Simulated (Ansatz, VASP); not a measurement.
Na2Al2O in VASP and in Ansatz

```
CELL_PARAMETERS angstrom
2.62400 -2.80051 0.00000
2.62400 2.80051 0.00000
0.00000 0.00000 6.29623
ATOMIC_POSITIONS crystal
Na 0.00000 0.50000 0.50000
Na 0.50000 0.00000 0.50000
Al 0.50000 0.50000 0.17260
Al 0.50000 0.50000 0.82740
O 0.00000 0.00000 0.50000
```

Alike in both runs: task single point; functional PBE; k mesh 4 × 4 × 4; occupations gaussian, width 0.1 eV; no spin polarisation.

```csv
,VASP,Ansatz
version,VASP 6.6.1,Ansatz 0.2.0
potentials or method,"VASP PAW PBE potentials, release 64 (Na_pv, Al, O), cutoff 520 eV","scalar-relativistic, plane waves, PAW"
valence electrons in the cell,26,30
```

|  | VASP | Ansatz | Ansatz less VASP |
| --- | --- | --- | --- |
| gap on the k mesh at the Fermi level (eV) | none | none | - |
| pressure (GPa) | 22.7 | 22.2 | -0.49 |
| traceless stress, the component that is largest in VASP (GPa) | 2.38 | 2.89 | +0.503 |
| rms of the force components (eV/Å) | 0.925 | 0.928 | +0.0029 |

Atom by atom the forces differ by 0.003 eV/Å (rms over components). A gap of «none» marks a metal or a gap that the smearing closes. VASP's potentials hold 26 valence electrons a cell and Ansatz's 30, so a difference there can come from the potentials and not from the codes.

The k mesh is coarse, so the values compare programs but aren't converged.
